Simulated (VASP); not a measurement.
# WC (Qusongite): single point with r2SCAN

The system is WC (Qusongite).

```xyz
2
Lattice="2.8539 0.0000 0.0000 -1.4269 2.4715 0.0000 0.0000 0.0000 2.7852" Properties=species:S:1:pos:R:3 pbc="T T T"
W     0.0000    0.0000    0.0000
C     1.4269    0.8238    1.3926
```

```
Program                : VASP 6.6.1
Task                   : single point
Functional             : r2SCAN
Potentials or basis    : VASP PAW PBE potentials, release 64 (W_sv, C)
Cutoff                 : 520 eV
k mesh                 : 11 × 11 × 10
Occupations            : fermi-dirac, width 0.15 eV
Spin                   : no spin polarisation
Dipole correction      : no
Further INCAR settings : ALGO = Normal; EDIFF = 1e-06; NBANDS = 16
```

```
Pressure               : 29.2 GPa
Band gap on the k mesh : zero (band 9 reaches 12.43 eV, above the bottom of band 10 at 11.12 eV)
```

Stress tensor (GPa, compression positive):
```
28.49  0.00  0.00
 0.00 28.49  0.00
 0.00  0.00 30.63
```

Levels at points of the mesh, in eV from the Fermi level:
| k point | band 6 | band 7 | band 8 | band 9 | band 10 | band 11 | band 12 | band 13 |
| --- | --- | --- | --- | --- | --- | --- | --- | --- |
| (0.00, 0.00, 0.00) | -4.90 | -3.80 | -3.80 | 0.04 | 3.62 | 3.62 | 6.21 | 6.21 |
| (0.00, 0.00, 0.50) | -9.45 | -2.32 | -2.32 | -0.72 | -0.72 | 3.99 | 4.92 | 4.92 |

Wall time 97 s on 1 thread of Intel(R) Xeon(R) Platinum 8259CL CPU @ 2.50GHz (Skylake/Cascade Lake), on a shared host, peak memory 0.16 GiB.

Caveat: the PAW data sets were made with another functional, which shifts forces and pressure a little; spin-orbit coupling is left out, which moves the levels of the heavy elements.
